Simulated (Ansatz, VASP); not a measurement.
**CaO in VASP and in Ansatz**

INCAR

```
SYSTEM = CaO
PREC = Accurate ; ENCUT = 600
EDIFF = 1E-7 ; ISMEAR = -1
SIGMA = 0.05 ; LREAL = .False.
LASPH = .True. ; NELM = 100
ALGO = Normal ; ISIF = 3
LWAVE = .False. ; LCHARG = .False.
GGA = PS ; IVDW = 13
IBRION = 2 ; NSW = 80
EDIFFG = -0.005
```

File KPOINTS:

```
Automatic mesh
0
Gamma
  10 10 10
  0 0 0
```

Contents of POSCAR:

```
CaO
1.0
    0.0000000000      2.4035556960      2.4035556960
    2.4035556960      0.0000000000      2.4035556960
    2.4035556960      2.4035556960      0.0000000000
Ca O
1 1
Direct
    0.0000000000      0.0000000000      0.0000000000
    0.5000000000      0.5000000000      0.5000000000
```

Contents of input.yaml:

```yaml
crystal:
  lattice:
    - [0.0, 2.403555696, 2.403555696]
    - [2.403555696, 0.0, 2.403555696]
    - [2.403555696, 2.403555696, 0.0]
  atoms:
    - { symbol: Ca, position: [0.0, 0.0, 0.0] }
    - { symbol: O, position: [0.5, 0.5, 0.5] }
kpoints:
  mp_grid: { grid: [10, 10, 10] }
scf:
  occupations: { method: fermi_dirac, width: 0.05 }
hamiltonian:
  xc: pbesol
  dispersion: d4
  pseudopotentials: { kind: all_electron, lapw: { basis_error: 0.001 } }
output:
  forces: true
  stress: true
relax:
  f_tol: 0.005
  max_steps: 60
  cell: {}
```

Alike in both runs: task relaxation of cell and atoms; functional PBEsol; dispersion D4; k mesh 10 × 10 × 10; occupations fermi-dirac, width 0.05 eV; no spin polarisation.

```csv
,VASP,Ansatz
version,VASP 6.6.1,Ansatz 0.2.0
potentials or method,"VASP PAW PBE potentials, release 64 (Ca_sv, O), cutoff 600 eV","all-electron LAPW, scalar-relativistic"
```

Ansatz gave:

```
relaxed volume (Å³/atom)                                     : 13.40
relaxed cell length with the largest relative difference (Å) : 3.359
```

Which values does VASP return?

Relaxed volume (Å³/atom): 13.46; relaxed cell length with the largest relative difference (Å): 3.364.

VASP's potentials were made for PBE, not for PBEsol. Ansatz ran all-electron here, and VASP with PAW potentials.
